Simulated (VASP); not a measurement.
A run of VASP 6.6.1 is set up as follows.

INCAR

```
PREC = Accurate ; ENCUT = 600
EDIFF = 1E-6 ; ISMEAR = 0
SIGMA = 0.1 ; LREAL = False
LASPH = True ; NELM = 100
ALGO = Normal ; ISIF = 3
LWAVE = False ; LCHARG = False
GGA = PE ; IBRION = 2
NSW = 100 ; EDIFFG = -0.01
```

File KPOINTS:

```
regular mesh
0
Gamma
  12 12 18
```

POSCAR

```
Si2N
1.0
    2.1793061622     -3.6646867547      0.0000000000
    2.1793061622      3.6646867547      0.0000000000
    0.0000000000      0.0000000000      2.6274314763
Si N
2 1
Direct
    0.3187933502      0.6812066498      0.5000000000
    0.6812066498      0.3187933502      0.5000000000
    0.5000000000      0.5000000000      0.0000000000
```

Potentials or basis: VASP PAW PBE potentials, release 64 (Si, N).

Command:

```console
$ cat potpaw_PBE.64/Si/POTCAR potpaw_PBE.64/N/POTCAR > POTCAR
$ mpirun -np 1 vasp_std > vasp.out
```

Problem. What does it give for the space group after relaxing (to 0.05 Å)?

Solution. Cmmm (No. 65).

Problem. What does it give for the relaxed cell?

Solution. a = 4.288 Å, b = 4.288 Å, c = 2.619 Å, α = 90.00°, β = 90.00°, γ = 119.93°.

Final structure:
```
CELL_PARAMETERS angstrom
2.14652 -3.71252 0.00000
2.14652 3.71252 0.00000
0.00000 0.00000 2.61948
ATOMIC_POSITIONS crystal
Si 0.32079 0.67921 0.50000
Si 0.67921 0.32079 0.50000
N 0.50000 0.50000 0.00000
```
